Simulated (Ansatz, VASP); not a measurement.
## Sn6Ge in VASP and in Ansatz

INCAR

```
ALGO = Fast
EDIFF = 1E-6
EDIFFG = -0.08
ENCUT = 600
GGA = PE
IBRION = 2
ISIF = 3
ISMEAR = 0
LASPH = T
LCHARG = F
LREAL = F
LWAVE = F
NELM = 60
NSW = 36
PREC = Accurate
SIGMA = 0.2
```

The input KPOINTS:

```
k-points
0
Gamma
  3 3 3
```

Contents of POSCAR:

```
Sn6Ge
1.0
    6.4308668800      0.0000000000      0.0000000000
    0.0000000000      6.4308668800      0.0000000000
    0.0000000000      0.0000000000      5.3112352300
Sn Ge
6 1
Direct
    0.7666941300      0.7666941300      0.5000000000
    0.2333058700      0.2333058700      0.5000000000
    0.2333058700      0.7666941300      0.5000000000
    0.7666941300      0.2333058700      0.5000000000
    0.5000000000      0.5000000000      0.0000000000
    0.0000000000      0.0000000000      0.5000000000
    0.5000000000      0.5000000000      0.5000000000
```

Input for Ansatz:

```yaml
crystal:
  lattice:
    - [6.43086688, 0.0, 0.0]
    - [0.0, 6.43086688, 0.0]
    - [0.0, 0.0, 5.31123523]
  atoms:
    - { symbol: Sn, position: [0.76669413, 0.76669413, 0.5] }
    - { symbol: Sn, position: [0.23330587, 0.23330587, 0.5] }
    - { symbol: Sn, position: [0.23330587, 0.76669413, 0.5] }
    - { symbol: Sn, position: [0.76669413, 0.23330587, 0.5] }
    - { symbol: Sn, position: [0.5, 0.5, 0.0] }
    - { symbol: Sn, position: [0.0, 0.0, 0.5] }
    - { symbol: Ge, position: [0.5, 0.5, 0.5] }
basis:
  ecutwfc: 420
kpoints:
  mp_grid: { grid: [3, 3, 3] }
hamiltonian:
  xc: pbe
scf:
  occupations: { method: gaussian, width: 0.2 }
  lower_state_search: "off"
output:
  forces: true
  stress: true
  eigenvalues: true
relax:
  adjacent_minimum: "off"
  f_tol: 0.08
  max_steps: 16
  cell: { stress_tol: 0.8 }
```

Alike in both runs: task relaxation of cell and atoms; functional PBE; k mesh 3 × 3 × 3; occupations gaussian, width 0.2 eV; no spin polarisation.

|  | VASP | Ansatz |
| --- | --- | --- |
| version | VASP 6.6.1 | Ansatz 0.2.0 |
| potentials or method | VASP PAW PBE potentials, release 64 (Sn_d, Ge_d), cutoff 600 eV | scalar-relativistic, plane waves, PAW |
| valence electrons in the cell | 98 | 98 |

VASP gave:

| Item | Value |
| --- | --- |
| gap on the k mesh at the Fermi level, each at its own relaxed structure (eV) | none |
| relaxed volume (Å³/atom) | 52.30 |
| relaxed cell length with the largest relative difference (Å) | 5.797 |

Task: Which values does Ansatz return?

Result: gap on the k mesh at the Fermi level, each at its own relaxed structure (eV): none; relaxed volume (Å³/atom): 52.61; relaxed cell length with the largest relative difference (Å): 5.739.

A gap of «none» marks a metal or a gap that the smearing closes.

The k mesh is coarse, so the values compare programs but aren't converged. Noted on VASP's run: the volume moved by over 15 % at a fixed basis, so the end points are rough.
